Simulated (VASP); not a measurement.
Write the native input for VASP 6.6.1 that does the following.

```
Task                   : single point
Functional             : PBE
Potentials or basis    : VASP PAW PBE potentials, release 64 (I, S, Li_sv)
Cutoff                 : 520 eV
k mesh                 : 6 × 6 × 6
Occupations            : gaussian, width 0.01 eV
Spin                   : no spin polarisation
Dipole correction      : no
Further INCAR settings : ALGO = Normal; EDIFF = 1e-06; NBANDS = 19
```

The structure of Li3SI lies in POSCAR:

```
Li3SI
1.0
    4.7343653658      0.0000000000      0.0000000000
    0.0000000000      4.7343653658      0.0000000000
    0.0000000000      0.0000000000      4.7343653658
I S Li
1 1 3
Direct
    0.0000000000      0.0000000000      0.0000000000
    0.5000000000      0.5000000000      0.5000000000
    0.5000000000      0.5000000000      0.0000000000
    0.5000000000      0.0000000000      0.5000000000
    0.0000000000      0.5000000000      0.5000000000
```

These files were run (other wordings do the same):

INCAR

```
SYSTEM = Li3SI
  PREC = Accurate
  ENCUT = 520
  EDIFF = 1E-6
  ISMEAR = 0
  SIGMA = 0.01
  LREAL = .False.
  LASPH = .True.
  NELM = 60
  ALGO = Normal
  ISIF = 2
  LWAVE = .False.
  LCHARG = .True.
  GGA = PE
  LELF = .True.
  LVHAR = .True.
  NBANDS = 19
```

KPOINTS

```
Automatic mesh
0
Gamma
  6 6 6
  0 0 0
```

Potentials or basis: VASP PAW PBE potentials, release 64 (I, S, Li_sv).

Launch:

```sh
$ cat potpaw_PBE.64/I/POTCAR potpaw_PBE.64/S/POTCAR potpaw_PBE.64/Li_sv/POTCAR > POTCAR
$ mpirun -np 1 vasp_std > vasp.out
```

Results of the run:

```
Band gap on the k mesh : 3.51 eV, direct
```

Caveat: spin-orbit coupling is left out, which moves the levels of the heavy elements.

Wall time 38 s on 1 thread of Intel(R) Xeon(R) Platinum 8259CL CPU @ 2.50GHz (Skylake/Cascade Lake), with other jobs on the host, peak memory 0.22 GiB.
